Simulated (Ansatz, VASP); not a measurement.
Si in VASP and in Ansatz

The input INCAR:

```
SYSTEM = Si
  PREC = Accurate
  ENCUT = 520
  EDIFF = 1E-6
  ISMEAR = 0
  SIGMA = 0.02
  LREAL = Auto
  LASPH = .True.
  NELM = 100
  ALGO = Normal
  ISIF = 2
  LWAVE = .False.
  LCHARG = .False.
  GGA = CA
  NBANDS = 86
```

KPOINTS

```
Automatic mesh
0
Gamma
  3 3 3
  0 0 0
```

The input POSCAR:

```
Si
1.0
   -5.4019422760     -5.4019422760      5.4019422760
    5.4019422760     -5.4019422760     -5.4019422760
    5.4019422760      5.4019422760      5.4019422760
Si
32
Direct
    0.2500000000      0.7500000000      0.7500000000
    0.0000000000      0.7500000000      0.0000000000
    0.5000000000      0.5000000000      0.7500000000
    0.2500000000      0.5000000000      0.0000000000
    0.0000000000      0.5000000000      0.2500000000
    0.7500000000      0.7500000000      0.2500000000
    0.5000000000      0.7500000000      0.5000000000
    0.0000000000      0.0000000000      0.7500000000
    0.7500000000      0.2500000000      0.7500000000
    0.5000000000      0.2500000000      0.0000000000
    0.2500000000      0.2500000000      0.2500000000
    0.0000000000      0.2500000000      0.5000000000
    0.7500000000      0.5000000000      0.5000000000
    0.7500000000      0.0000000000      0.0000000000
    0.5000000000      0.0000000000      0.2500000000
    0.2500000000      0.0000000000      0.5000000000
    0.2500000000      0.7500000000      0.5000000000
    0.0000000000      0.7500000000      0.7500000000
    0.5000000000      0.5000000000      0.5000000000
    0.2500000000      0.5000000000      0.7500000000
    0.0000000000      0.5000000000      0.0000000000
    0.7500000000      0.7500000000      0.0000000000
    0.5000000000      0.7500000000      0.2500000000
    0.0000000000      0.0000000000      0.5000000000
    0.7500000000      0.2500000000      0.5000000000
    0.5000000000      0.2500000000      0.7500000000
    0.2500000000      0.2500000000      0.0000000000
    0.0000000000      0.2500000000      0.2500000000
    0.7500000000      0.5000000000      0.2500000000
    0.7500000000      0.0000000000      0.7500000000
    0.5000000000      0.0000000000      0.0000000000
    0.2500000000      0.0000000000      0.2500000000
```

Input for Ansatz:

```yaml
crystal:
  lattice:
    - [-5.401942276, -5.401942276, 5.401942276]
    - [5.401942276, -5.401942276, -5.401942276]
    - [5.401942276, 5.401942276, 5.401942276]
  atoms:
    - { symbol: Si, position: [0.25, 0.75, 0.75] }
    - { symbol: Si, position: [0.0, 0.75, 0.0] }
    - { symbol: Si, position: [0.5, 0.5, 0.75] }
    - { symbol: Si, position: [0.25, 0.5, 0.0] }
    - { symbol: Si, position: [0.0, 0.5, 0.25] }
    - { symbol: Si, position: [0.75, 0.75, 0.25] }
    - { symbol: Si, position: [0.5, 0.75, 0.5] }
    - { symbol: Si, position: [0.0, 0.0, 0.75] }
    - { symbol: Si, position: [0.75, 0.25, 0.75] }
    - { symbol: Si, position: [0.5, 0.25, 0.0] }
    - { symbol: Si, position: [0.25, 0.25, 0.25] }
    - { symbol: Si, position: [0.0, 0.25, 0.5] }
    - { symbol: Si, position: [0.75, 0.5, 0.5] }
    - { symbol: Si, position: [0.75, 0.0, 0.0] }
    - { symbol: Si, position: [0.5, 0.0, 0.25] }
    - { symbol: Si, position: [0.25, 0.0, 0.5] }
    - { symbol: Si, position: [0.25, 0.75, 0.5] }
    - { symbol: Si, position: [0.0, 0.75, 0.75] }
    - { symbol: Si, position: [0.5, 0.5, 0.5] }
    - { symbol: Si, position: [0.25, 0.5, 0.75] }
    - { symbol: Si, position: [0.0, 0.5, 0.0] }
    - { symbol: Si, position: [0.75, 0.75, 0.0] }
    - { symbol: Si, position: [0.5, 0.75, 0.25] }
    - { symbol: Si, position: [0.0, 0.0, 0.5] }
    - { symbol: Si, position: [0.75, 0.25, 0.5] }
    - { symbol: Si, position: [0.5, 0.25, 0.75] }
    - { symbol: Si, position: [0.25, 0.25, 0.0] }
    - { symbol: Si, position: [0.0, 0.25, 0.25] }
    - { symbol: Si, position: [0.75, 0.5, 0.25] }
    - { symbol: Si, position: [0.75, 0.0, 0.75] }
    - { symbol: Si, position: [0.5, 0.0, 0.0] }
    - { symbol: Si, position: [0.25, 0.0, 0.25] }
basis:
  ecutwfc: 420
  xc_grid: 2
kpoints:
  mp_grid: { grid: [3, 3, 3], shift: [0.0, 0.0, 0.0] }
hamiltonian:
  xc: lda
scf:
  occupations: { method: gaussian, width: 0.02 }
output:
  forces: true
  stress: true
  eigenvalues: true
```

Alike in both runs: task single point; functional LDA; k mesh 3 × 3 × 3; occupations gaussian, width 0.02 eV; no spin polarisation.

|  | VASP | Ansatz |
| --- | --- | --- |
| version | VASP 6.6.1 | Ansatz 0.2.0 |
| potentials or method | VASP PAW LDA potentials, release 64 (Si), cutoff 520 eV | scalar-relativistic, plane waves, PAW |
| valence electrons in the cell | 128 | 128 |

VASP gave:

- gap on the k mesh at the Fermi level (eV): 0.57
- least direct gap on the mesh (eV): 0.57
- pressure (GPa): 0.1

**Question.** Which values does Ansatz return?

**Answer.** gap on the k mesh at the Fermi level (eV): 0.58; least direct gap on the mesh (eV): 0.58; pressure (GPa): 0.0.

LDA's correlation is that of Perdew and Zunger in VASP and of Perdew and Wang (1992) in Ansatz.
